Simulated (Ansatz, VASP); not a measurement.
## Two plane-wave programs on Si2W

INCAR

```
PREC = Accurate
ENCUT = 520
EDIFF = 1E-8
ISMEAR = -1
SIGMA = 0.05
LREAL = False
LASPH = True
NELM = 60
ALGO = Normal
ISIF = 2
LWAVE = False
LCHARG = False
GGA = PE
LEFG = True
NBANDS = 18
```

The input KPOINTS:

```
regular mesh
0
Gamma
  13 13 13
```

POSCAR

```
Si2W
1.0
   -1.6060000000      1.6060000000      3.9400000000
    1.6060000000     -1.6060000000      3.9400000000
    1.6060000000      1.6060000000     -3.9400000000
Si W
2 1
Direct
    0.3330000000      0.3330000000      0.0000000000
    0.6670000000      0.6670000000      0.0000000000
    0.0000000000      0.0000000000      0.0000000000
```

Input for Ansatz:

```yaml
crystal:
  lattice:
    - [-1.606, 1.606, 3.94]
    - [1.606, -1.606, 3.94]
    - [1.606, 1.606, -3.94]
  atoms:
    - { symbol: Si, position: [0.333, 0.333, 0.0] }
    - { symbol: Si, position: [0.667, 0.667, 0.0] }
    - { symbol: W, position: [0.0, 0.0, 0.0] }
kpoints:
  mp_grid: { grid: [13, 13, 13] }
scf:
  occupations: { method: fermi_dirac, width: 0.05 }
hamiltonian:
  xc: pbe
  pseudopotentials: { kind: paw }
output:
  forces: true
  stress: true
  populations: true
  efg: { contact_densities: true }
```

Alike in both runs: task electric field gradients; functional PBE; k mesh 13 × 13 × 13; occupations fermi-dirac, width 0.05 eV; no spin polarisation.

```csv
,VASP,Ansatz
version,VASP 6.6.1,Ansatz 0.2.0
potentials or method,"VASP PAW PBE potentials, release 64 (Si, W_sv)","plane-wave PAW, scalar-relativistic"
plane-wave cutoff (eV),520,420
valence electrons in the cell,22,22
```

```csv
,VASP,Ansatz,Ansatz less VASP
pressure (GPa),1.8,1.7,-0.09
"traceless stress, the component that is largest in VASP (GPa)",-1.77,-1.72,+0.049
rms of the force components (eV/Å),0.102,0.104,+0.0016
size of Vzz on the site where it differs most (V/Å²),125.2,147.8,+22.57
```

Atom by atom the forces differ by 0.002 eV/Å (rms over components). The functional is the same, so the differences come from potentials, cutoffs and numerics.

Neither program's run includes spin-orbit coupling.
